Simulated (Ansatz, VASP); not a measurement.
**GaAs in VASP and in Ansatz**

INCAR

```
SYSTEM = GaAs
PREC = Accurate
ENCUT = 520
EDIFF = 1E-6
ISMEAR = -1
SIGMA = 0.05
LREAL = .FALSE.
LASPH = .TRUE.
NELM = 60
ALGO = Normal
ISIF = 2
LWAVE = .FALSE.
LCHARG = .FALSE.
GGA = CA
NBANDS = 16
```

The input KPOINTS:

```
regular mesh
0
G
  11 11 11
  0 0 0
```

Contents of POSCAR:

```
GaAs
1.0
    0.0000000000      2.8268500000      2.8268500000
    2.8268500000      0.0000000000      2.8268500000
    2.8268500000      2.8268500000      0.0000000000
Ga As
1 1
Direct
    0.0000000000      0.0000000000      0.0000000000
    0.7500000000      0.7500000000      0.7500000000
```

Input for Ansatz:

```yaml
crystal:
  lattice:
    - [0.0, 2.82685, 2.82685]
    - [2.82685, 0.0, 2.82685]
    - [2.82685, 2.82685, 0.0]
  atoms:
    - { symbol: Ga, position: [0.0, 0.0, 0.0] }
    - { symbol: As, position: [0.75, 0.75, 0.75] }
kpoints:
  mp_grid: { grid: [11, 11, 11] }
  band_path:
    path:
      - [0.0, 0.0, 0.0]
      - [-0.5, -0.5, 0.0]
      - [-0.375, -0.375, 0.25]
      - [-0.375, 0.0, 0.375]
      - [0.0, 0.0, 0.0]
      - [0.0, 0.0, 0.5]
      - [-0.5, -0.25, 0.25]
      - [-0.5, -0.5, 0.0]
    npoints: 5
scf:
  occupations: { method: fermi_dirac, width: 0.05 }
hamiltonian:
  xc: lda
  pseudopotentials: { kind: all_electron, lapw: { basis_error: 0.0005 } }
output:
  forces: true
  stress: true
  eigenvalues: true
```

Alike in both runs: task single point; functional LDA; k mesh 11 × 11 × 11; occupations fermi-dirac, width 0.05 eV; no spin polarisation.

|  | VASP | Ansatz |
| --- | --- | --- |
| version | VASP 6.6.1 | Ansatz 0.2.0 |
| potentials or method | VASP PAW LDA potentials, release 64 (Ga_d, As), cutoff 520 eV | all-electron LAPW, scalar-relativistic |

VASP gave:

| Item | Value |
| --- | --- |
| pressure (GPa) | -1.6 |

Problem. Which values does Ansatz return?

Solution. Pressure (GPa): -1.8.

LDA's correlation is that of Perdew and Zunger in VASP and of Perdew and Wang (1992) in Ansatz. Ansatz ran all-electron here, and VASP with PAW potentials.
